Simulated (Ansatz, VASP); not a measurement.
Rh: VASP beside Ansatz

The input POSCAR:

```
Rh
1.0
    0.0000000000      1.9008071574      1.9008071574
    1.9008071574      0.0000000000      1.9008071574
    1.9008071574      1.9008071574      0.0000000000
Rh
1
Direct
    0.0000000000      0.0000000000      0.0000000000
```

Contents of INCAR.step1:

```
SYSTEM = Rh
ALGO     = Normal         ! electronic algorithm
EDIFF    = 1E-5           ! SCF threshold, eV
ENCUT    = 580            ! plane-wave cutoff, eV
GGA      = PE             ! functional
GGA_COMPAT= .FALSE.      
ISMEAR   = 0              ! smearing method
LASPH    = .TRUE.         ! aspherical terms in the spheres
LCHARG   = .FALSE.        ! write CHGCAR
LREAL    = .FALSE.        ! projectors in reciprocal space
LWAVE    = .TRUE.         ! write WAVECAR
NBANDS   = 14             ! bands
NELM     = 120            ! most SCF steps
PREC     = Accurate       ! precision mode
SIGMA    = 0.2            ! smearing width, eV
```

Contents of INCAR.step2:

```
SYSTEM = Rh
ALGO     = Normal         ! electronic algorithm
EDIFF    = 1E-6           ! SCF threshold, eV
ENCUT    = 580            ! plane-wave cutoff, eV
GGA_COMPAT= .FALSE.      
ISIF     = 2              ! what is computed and relaxed
ISMEAR   = 0              ! smearing method
ISTART   = 1            
LASPH    = .TRUE.         ! aspherical terms in the spheres
LCHARG   = .FALSE.        ! write CHGCAR
LMIXTAU  = .TRUE.       
LREAL    = .FALSE.        ! projectors in reciprocal space
LWAVE    = .FALSE.        ! write WAVECAR
METAGGA  = R2SCAN         ! meta-GGA
NBANDS   = 14             ! bands
NELM     = 120            ! most SCF steps
PREC     = Accurate       ! precision mode
SIGMA    = 0.2            ! smearing width, eV
```

KPOINTS

```
k-points
0
G
  14 14 14
  0 0 0
```

Input for Ansatz:

```yaml
crystal:
  lattice:
    - [0.0, 1.9008071574, 1.9008071574]
    - [1.9008071574, 0.0, 1.9008071574]
    - [1.9008071574, 1.9008071574, 0.0]
  atoms:
    - { symbol: Rh, position: [0.0, 0.0, 0.0] }
hamiltonian:
  xc: r2scan
  pseudopotentials:
    kind: paw
    azcp:
      Rh: "pseudopotentials/Rh.paw.azcp"
basis:
  ecutwfc: 500
  fft_grid_basis: typed
kpoints:
  mp_grid: { grid: [14, 14, 14], shift: [0, 0, 0] }
magnetization:
  spin_polarized: false
scf:
  occupations: { method: gaussian, width: 0.2 }
  lower_state_search: "off"
output:
  stress: true
  write_density: true
  write_potential: true
  elf: true
  volumetric_format: npy
```

Alike in both runs: task single point; functional r2SCAN; k mesh 14 × 14 × 14; occupations gaussian, width 0.2 eV; no spin polarisation.

|  | VASP | Ansatz |
| --- | --- | --- |
| version | VASP 6.6.1 | Ansatz 0.2.0 |
| potentials or method | VASP PAW PBE potentials, release 64 (Rh_sv_GW), cutoff 580 eV | plane waves (500 eV) with PAW, scalar-relativistic |
| valence electrons in the cell | 17 | 17 |

```csv
,VASP,Ansatz,Ansatz less VASP
pressure (GPa),-1.8,-0.2,+1.61
```

VASP's potentials were made for PBE, not for r2SCAN.
